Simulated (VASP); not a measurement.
# TiSi16 (a cell with a defect) in VASP: single point with PBE+D3(BJ)

Aim: the single point of TiSi16 (a cell with a defect) with PBE+D3(BJ).

All numbers are computed with VASP 6.6.1; they aren't measurements. Logs are shortened: lines on timing, memory, paths and dates and some standing lists are left out, and cuts for length are marked.

**1. The cell of the first run**

The cell holds a defect, 17 atoms: a = 7.679 Å, b = 7.679 Å, c = 7.679 Å, α = 60.00°, β = 60.00°, γ = 60.00°.

**2. Single point, PBE+D3(BJ)**

INCAR

```
PREC = Accurate
ENCUT = 520
EDIFF = 1E-6
ISMEAR = 0
SIGMA = 0.05
LREAL = Auto
LASPH = T
NELM = 100
ALGO = Normal
ISIF = 2
LWAVE = F
LCHARG = F
GGA = PE
IVDW = 12
NBANDS = 52
```

KPOINTS

```
regular mesh
0
Gamma
  2 2 2
```

POSCAR

```
TiSi16
1.0
    0.0000000000      5.4300000000      5.4300000000
    5.4300000000      0.0000000000      5.4300000000
    5.4300000000      5.4300000000      0.0000000000
Si Ti
16 1
Direct
    0.0118363720     -0.0348279006      0.0104155617
    0.1128881215      0.1230118785      0.1119159300
   -0.0258976059      0.0018287293      0.5112609576
    0.1133900552      0.1225736648      0.6501042357
   -0.0006965009      0.4932580110      0.0002705341
    0.1358146409      0.5916853591      0.1370080110
   -0.0007387661      0.4930551565      0.5086343462
    0.1170729282      0.6314359116      0.6263300184
    0.5126137201      0.0015463168     -0.0272899632
    0.6515083794      0.1229087477      0.1120293738
    0.5121418048      0.0019513812      0.5111191529
    0.6138036832      0.1594464088      0.6122646409
    0.5074626151      0.4932274401      0.0002441989
    0.6253151013      0.6313366483      0.1182523020
    0.4887071823      0.5329290976      0.4899528545
    0.6253845304      0.6314985267      0.6263342541
    0.3129283610      0.0623075506      0.3109333333
```

Potentials or basis: VASP PAW PBE potentials, release 64 (Si, Ti_sv).

Command:

```
cat potpaw_PBE.64/Si/POTCAR potpaw_PBE.64/Ti_sv/POTCAR > POTCAR
mpirun -np 1 vasp_std > vasp.out
```

OUTCAR:

```text
PREC = Accurate
   ENCUT = 520
   EDIFF = 1E-6
   ISMEAR = 0
   LREAL = Auto
   LASPH = T
   NELM = 100
   ISIF = 2
   GGA = PE
   IVDW = 12
 IVDW          = 12

 ion  position               nearest neighbor table
   1  0.012  0.965  0.010-   4 2.27  10 2.27   2 2.27   6 2.34
   2  0.113  0.123  0.112-   1 2.27   5 2.33  17 2.41   3 2.51   9 2.51
   3  0.974  0.002  0.511-  12 2.27   8 2.33  17 2.42   4 2.50   2 2.51
   4  0.113  0.123  0.650-   1 2.27   7 2.33  17 2.42  11 2.50   3 2.50
   5  0.999  0.493  0.000-   2 2.33   6 2.34   8 2.35  14 2.35
   6  0.136  0.592  0.137-   7 2.34  13 2.34   5 2.34   1 2.34
   7  0.999  0.493  0.509-   4 2.33   6 2.34  16 2.35   8 2.35
   8  0.117  0.631  0.626-   3 2.33  15 2.34   7 2.35   5 2.35
   9  0.513  0.002  0.973-  12 2.27  14 2.33  17 2.41  10 2.51   2 2.51
  10  0.652  0.123  0.112-   1 2.27  13 2.33  17 2.42  11 2.50   9 2.51
  11  0.512  0.002  0.511-  12 2.27  16 2.33  17 2.42   4 2.50  10 2.50
  12  0.614  0.159  0.612-  11 2.27   3 2.27   9 2.27  15 2.34
  13  0.507  0.493  0.000-  10 2.33   6 2.34  16 2.35  14 2.35
  14  0.625  0.631  0.118-   9 2.33  15 2.34  13 2.35   5 2.35
  15  0.489  0.533  0.490-  16 2.34   8 2.34  14 2.34  12 2.34
  16  0.625  0.631  0.626-  11 2.33  15 2.34   7 2.35  13 2.35
  17  0.313  0.062  0.311-   9 2.41   2 2.41  10 2.42   3 2.42  11 2.42   4 2.42

  LATTYP: Found a face centered cubic cell.
 ALAT       =    10.8600000000

  Lattice vectors:

 A1 = (   0.0000000000,   5.4300000000,   5.4300000000)
 A2 = (   5.4300000000,   0.0000000000,   5.4300000000)
 A3 = (   5.4300000000,   5.4300000000,   0.0000000000)

Analysis of symmetry for initial positions (statically):
=====================================================================
 Subroutine PRICEL returns:
 Original cell was already a primitive cell.

 Routine SETGRP: Setting up the symmetry group for a
 face centered cubic supercell.

 Subroutine GETGRP returns: Found  1 space group operations
 (whereof  1 operations were pure point group operations)
 out of a pool of 48 trial point group operations.

The static configuration has the point symmetry C_1 .

Analysis of symmetry for dynamics (positions and initial velocities):
=====================================================================
 Subroutine PRICEL returns:
 Original cell was already a primitive cell.

 Routine SETGRP: Setting up the symmetry group for a
 face centered cubic supercell.

 Subroutine GETGRP returns: Found  1 space group operations
 (whereof  1 operations were pure point group operations)
 out of a pool of 48 trial point group operations.

The dynamic configuration has the point symmetry C_1 .

 Subroutine INISYM returns: Found  1 space group operations
 (whereof  1 operations are pure point group operations),
 and found     1 'primitive' translations

----------------------------------------------------------------------------------------

                                     Primitive cell

  volume of cell :     320.2060

  direct lattice vectors                    reciprocal lattice vectors
     0.000000000  5.430000000  5.430000000    -0.092081031  0.092081031  0.092081031
     5.430000000  0.000000000  5.430000000     0.092081031 -0.092081031  0.092081031
     5.430000000  5.430000000  0.000000000     0.092081031  0.092081031 -0.092081031

  length of vectors
     7.679179644  7.679179644  7.679179644     0.159489025  0.159489025  0.159489025

  position of ions in fractional coordinates (direct lattice)
     0.011836372  0.965172099  0.010415562
     0.112888121  0.123011879  0.111915930
     0.974102394  0.001828729  0.511260958
     0.113390055  0.122573665  0.650104236
     0.999303499  0.493258011  0.000270534
     0.135814641  0.591685359  0.137008011
[... 9 lines left out ...]
     0.625384530  0.631498527  0.626334254
     0.312928361  0.062307551  0.310933333

  ion indices of the primitive-cell ions
   primitive index   ion index
                 1           1
                 2           2
                 3           3
                 4           4
                 5           5
                 6           6
[... 9 lines left out ...]
                16          16
                17          17

----------------------------------------------------------------------------------------

 KPOINTS: regular mesh

Automatic generation of k-mesh.
 Grid dimensions read from file:
 generate k-points for:    2    2    2

 Generating k-lattice:

  Cartesian coordinates                     Fractional coordinates (reciprocal lattice)
    -0.046040516  0.046040516  0.046040516     0.500000000  0.000000000  0.000000000
     0.046040516 -0.046040516  0.046040516     0.000000000  0.500000000  0.000000000
     0.046040516  0.046040516 -0.046040516     0.000000000  0.000000000  0.500000000

  Length of vectors
     0.079744512  0.079744512  0.079744512

  Shift w.r.t. Gamma in fractional coordinates (k-lattice)
     0.000000000  0.000000000  0.000000000

 Subroutine IBZKPT returns following result:
 ===========================================

 Found      8 irreducible k-points:

 Following reciprocal coordinates:
            Coordinates               Weight
  0.000000  0.000000  0.000000      1.000000
  0.500000  0.000000  0.000000      1.000000
  0.000000  0.500000  0.000000      1.000000
  0.000000  0.000000  0.500000      1.000000
  0.500000  0.500000  0.500000      1.000000
  0.500000  0.500000  0.000000      1.000000
  0.000000  0.500000  0.500000      1.000000
  0.500000  0.000000  0.500000      1.000000
   k-points           NKPTS =      8   k-points in BZ     NKDIM =      8   number of bands    NBANDS=     52
   number of dos      NEDOS =    301   number of ions     NIONS =     17
   total plane-waves  NPLWV = 216000
   dimension x,y,z NGX =    60 NGY =   60 NGZ =   60
   dimension x,y,z NGXF=   120 NGYF=  120 NGZF=  120
   ions per type =              16   1
   NGX,Y,Z   is equivalent  to a cutoff of  12.99, 12.99, 12.99 a.u.
   NGXF,Y,Z  is equivalent  to a cutoff of  25.98, 25.98, 25.98 a.u.
 SYSTEM =  unknown system
   PREC   = accura    normal or accurate (medium, high low for compatibility)
   ISTART =      0    job   : 0-new  1-cont  2-samecut
   ICHARG =      2    charge: 1-file 2-atom 10-const
   ISPIN  =      1    spin polarized calculation?
   LNONCOLLINEAR =      F non collinear calculations
   LSORBIT =      F    spin-orbit coupling
   LASPH  =      T    aspherical Exc in radial PAW
   ENCUT  =  520.0 eV  38.22 Ry    6.18 a.u.  14.28 14.28 14.28*2*pi/ulx,y,z
   NELM   =    100;   NELMIN=  2; NELMDL= -5     # of ELM steps
   EDIFF  = 0.1E-05   stopping-criterion for ELM
   LREAL  =      T    real-space projection
   EDIFFG = 0.1E-04   stopping-criterion for IOM
   NSW    =      0    number of steps for IOM
   IBRION =     -1    ionic relax: 0-MD 1-quasi-New 2-CG
   NFREE  =      0    steps in history (QN), initial steepest desc. (CG)
   ISIF   =      2    stress and relaxation
   ISYM   =      2    0-nonsym 1-usesym 2-fastsym
   POTIM  = 0.5000    time-step for ionic-motion
   TEBEG  =    0.0;   TEEND  =   0.0 temperature during run
   PSTRESS=    0.0 pullay stress
   NELECT =      76.0000    total number of electrons
   NUPDOWN=      -1.0000    fix difference up-down
   EMIN   =  10.00;   EMAX   =-10.00  energy-range for DOS
   EFERMI =   0.00;   METHOD = LEGACY
   ISMEAR =     0;   SIGMA  =   0.05  broadening in eV -4-tet -1-fermi 0-gaus
   EFERMI_NEDOS =   21; number of points for ismear=-14 and -15
   IALGO  =     38    algorithm
   IMIX   =      4    mixing-type and parameters
     AMIX     =   0.40;   BMIX     =  1.00
     AMIX_MAG =   1.60;   BMIX_MAG =  1.00
  volume/ion in A,a.u.               =      18.84       127.11
  Fermi-wavevector in a.u.,A,eV,Ry     =   1.013607  1.915439 13.978610  1.027399
  Thomas-Fermi vector in A             =   2.146786
   LORBIT       =      0    0 simple, 1 ext, 2 COOP (PROOUT), +10 PAW based schemes
   GGA     = PE    functional components
   LHFCALC =     F    Hartree Fock is set to
   AEXX    =    0.0000 exact exchange contribution
   IVDW    =    12    specifies the selected vdW correction
   LEPSILON=     F    determine dielectric tensor
   LRPA    =     F    only Hartree local field effects (RPA)
 non-spin polarized calculation
 Gauss-broadening in eV      SIGMA  =   0.05
  energy-cutoff  :      520.00
  volume of cell :      320.21
 maximum number of plane-waves:      8646
 NGX is ok and might be reduce to    60
   NGX = 29   NGY = 29   NGZ = 29

 number of electron      76.0000002 magnetization

 Free energy of the ion-electron system (eV)
  ---------------------------------------------------
  ext. energy  EPLUGINS =         0.00000000
  ---------------------------------------------------
  free energy    TOTEN  =       -90.47749632 eV

  energy without entropy =      -90.46006969  energy(sigma->0) =      -90.46878300

 E-fermi :   6.9198     XC(G=0):  -9.7427

 val. band max:        6.8938158561   @ k =   0.0000   0.5000   0.5000
 cond. band min:       6.9534748372   @ k =   0.0000   0.0000   0.5000
 fundamental gap:      0.0596589811
 Fermi energy:         6.9197777490

 k-point     1 :       0.0000    0.0000    0.0000
  band No.  band energies     occupation
      1     -49.8128      2.00000
      2     -26.2804      2.00000
      3     -26.1551      2.00000
      4     -26.1550      2.00000
      5      -5.6629      2.00000
      6      -3.4704      2.00000
[... 42 lines left out ...]
     49       8.5521      0.00000
     50       8.8930      0.00000

 k-point     2 :       0.5000    0.0000    0.0000
  band No.  band energies     occupation
      1     -49.8128      2.00000
      2     -26.2804      2.00000
      3     -26.1551      2.00000
      4     -26.1550      2.00000
      5      -4.8672      2.00000
      6      -4.8303      2.00000
[... 310 lines left out ...]
 k-point     8 :       0.5000    0.0000    0.5000
  band No.  band energies     occupation
      1     -49.8128      2.00000
      2     -26.2804      2.00000
      3     -26.1551      2.00000
      4     -26.1550      2.00000
      5      -4.5910      2.00000
      6      -4.5493      2.00000
[... 42 lines left out ...]
     49      10.0241      0.00000
     50      10.4673      0.00000
 [bands above 50 left out]

------------------------ aborting loop because EDIFF is reached ----------------------------------------

 Edisp (eV)   -5.83911

 E8    (eV) :    -2.4425

  FORCE on cell =-STRESS in cart. coord.  units (eV):
  Direction    XX          YY          ZZ          XY          YZ          ZX
  --------------------------------------------------------------------------------------
  -------------------------------------------------------------------------------------
  Total       6.88363     6.88093     6.87136     1.33414     1.34972    -1.33880
  in kB      34.44279    34.42932    34.38140     6.67548     6.75346    -6.69881
  external pressure =       34.42 kB  Pullay stress =        0.00 kB

 VOLUME and BASIS-vectors are now :
 -----------------------------------------------------------------------------
  energy-cutoff  :      520.00
  volume of cell :      320.21
      direct lattice vectors                 reciprocal lattice vectors
     0.000000000  5.430000000  5.430000000    -0.092081031  0.092081031  0.092081031
     5.430000000  0.000000000  5.430000000     0.092081031 -0.092081031  0.092081031
     5.430000000  5.430000000  0.000000000     0.092081031  0.092081031 -0.092081031

 POSITION                                       TOTAL-FORCE (eV/Angst)
 -----------------------------------------------------------------------------------
      5.29744      0.12083      5.30516        -0.006777      0.026645     -0.018438
      1.27566      1.22069      1.28094        -0.024197     -0.001516     -0.016722
      2.78608      8.06552      5.29931         0.007903     -0.016529      0.004822
      4.19564      4.14577      1.28128        -0.004984      0.008898     -0.011031
      2.67986      5.42769      8.10461        -0.018474     -0.001598     -0.018704
      3.95680      1.48143      3.95032        -0.032146      0.023949     -0.027738
[... 9 lines left out ...]
      6.83003      6.79683      6.82488         0.013453     -0.000374      0.013581
      2.02670      3.38757      2.03753         0.031454      0.022372     -0.005816
 -----------------------------------------------------------------------------------
    total drift:                                0.006293      0.004539     -0.000982

  FREE ENERGIE OF THE ION-ELECTRON SYSTEM (eV)
  ---------------------------------------------------
  free  energy   TOTEN  =       -96.3166088677 eV

  energy  without entropy=      -96.2991822399  energy(sigma->0) =      -96.30789555
```

Run time: 3.6 min. Hardware: 1 thread of Intel Xeon Platinum 8488C (Sapphire Rapids), shared host; peak memory 0.49 GiB.

Results:

| Item | Value |
| --- | --- |
| Free energy | -96.3166 eV |
| Pressure | 3.4 GPa |
| Largest force | 0.049 eV/Å |
| Band gap on the k mesh | zero (bands 38 and 39 overlap by 0.24 eV) |
| Dispersion energy per atom | -0.343 eV |

Forces in eV/Å, atoms in the order of the input:
```
Si  -0.007  0.027 -0.018
Si  -0.024 -0.002 -0.017
Si   0.008 -0.017  0.005
Si  -0.005  0.009 -0.011
Si  -0.018 -0.002 -0.019
Si  -0.032  0.024 -0.028
Si   0.001  0.011 -0.012
Si   0.015 -0.015  0.000
Si  -0.002 -0.025  0.022
Si  -0.021  0.011 -0.002
Si   0.007 -0.005  0.014
Si   0.030 -0.007  0.011
Si  -0.017  0.017  0.001
Si   0.001 -0.018  0.018
Si   0.020 -0.031  0.029
Si   0.013  0.000  0.014
Ti   0.031  0.022 -0.006
```

Stress tensor (GPa, compression positive):
```
 3.44  0.67 -0.67
 0.67  3.44  0.68
-0.67  0.68  3.44
```

Caveat: the k points lie up to 0.50 Å⁻¹ apart.

The gap in the log of VASP goes by the Fermi energy; the results here count the filled bands.